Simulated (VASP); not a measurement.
Runs of VASP 6.6.1 on Mg. The structure is that of space group Im-3m (No. 229), or close to it. The cells are those of the table. This isn't the form of Mg at room conditions, which is hcp.

```csv
task,cell,smearing,gap on the mesh (eV),pressure (GPa)
single point,"a = 2.523 Å, angles 109.5°, 1 atom",fermi-dirac 0.03 eV,none,73.6
electric field gradients,"a = 2.591 Å, angles 109.5°, 1 atom",fermi-dirac 0.03 eV,none,54.8
electric field gradients,"a = 2.557 Å, angles 109.5°, 1 atom",fermi-dirac 0.03 eV,none,63.5
electric field gradients,"a = 2.540 Å, angles 109.5°, 1 atom",fermi-dirac 0.03 eV,none,68.3
electric field gradients,"a = 2.523 Å, angles 109.5°, 1 atom",methfessel-paxton 0.005 eV,none,73.6
electric field gradients,"a = 2.523 Å, angles 109.5°, 1 atom",fermi-dirac 0.03 eV,none,73.6
electric field gradients,"a = 2.574 Å, angles 109.5°, 1 atom",fermi-dirac 0.03 eV,none,(a)
```

Alike in all rows: level PBE; potentials or basis VASP PAW PBE potentials, release 64 (Mg); no spin polarisation; k mesh 19 × 19 × 19; cutoff (eV) 520.

Task: Estimate the missing entries.

Result: (a) 59.0.

Caveats: the cell stands under pressure.

A gap of «none» marks levels without a gap at the run's occupations.
